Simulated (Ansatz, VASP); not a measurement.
## AlCo in VASP and in Ansatz

The input INCAR:

```
PREC = Accurate ; ENCUT = 600
EDIFF = 1E-6 ; ISMEAR = -1
SIGMA = 0.1 ; LREAL = False
LASPH = True ; NELM = 100
ALGO = Normal ; ISIF = 3
LWAVE = False ; LCHARG = False
GGA = PE ; IBRION = 2
NSW = 60 ; EDIFFG = -0.005
```

File KPOINTS:

```
Automatic mesh
0
Gamma
  14 14 14
```

The input POSCAR:

```
AlCo
1.0
    0.0000000000      2.4137972614      2.4137972614
    2.4137972614      0.0000000000      2.4137972614
    2.4137972614      2.4137972614      0.0000000000
Co Al
1 1
Direct
    0.0000000000      0.0000000000      0.0000000000
    0.5000000000      0.5000000000      0.5000000000
```

Input for Ansatz:

```yaml
crystal:
  lattice:
    - [0.0, 2.4137972614, 2.4137972614]
    - [2.4137972614, 0.0, 2.4137972614]
    - [2.4137972614, 2.4137972614, 0.0]
  atoms:
    - { symbol: Co, position: [0.0, 0.0, 0.0] }
    - { symbol: Al, position: [0.5, 0.5, 0.5] }
kpoints:
  mp_grid: { grid: [14, 14, 14] }
scf:
  occupations: { method: fermi_dirac, width: 0.1 }
hamiltonian:
  xc: pbe
  pseudopotentials: { kind: paw }
output:
  forces: true
  stress: true
relax:
  f_tol: 0.005
  max_steps: 40
  cell: {}
```

Alike in both runs: task relaxation of cell and atoms; functional PBE; k mesh 14 × 14 × 14; occupations fermi-dirac, width 0.1 eV; no spin polarisation.

|  | VASP | Ansatz |
| --- | --- | --- |
| version | VASP 6.6.1 | Ansatz 0.2.0 |
| potentials or method | VASP PAW PBE potentials, release 64 (Co, Al) | PAW with Ansatz's default frozen-core files, scalar-relativistic |
| plane-wave cutoff (eV) | 600 | 420 |
| valence electrons in the cell | 12 | 20 |

|  | VASP | Ansatz | Ansatz less VASP |
| --- | --- | --- | --- |
| relaxed volume (Å³/atom) | 13.75 | 13.75 | +0.006 |
| relaxed length of the cell vector where the two differ most in proportion (Å) | 3.388 | 3.388 | +0.0005 |

VASP's potentials hold 12 valence electrons a cell and Ansatz's 20, so a difference there can come from the potentials and not from the codes.
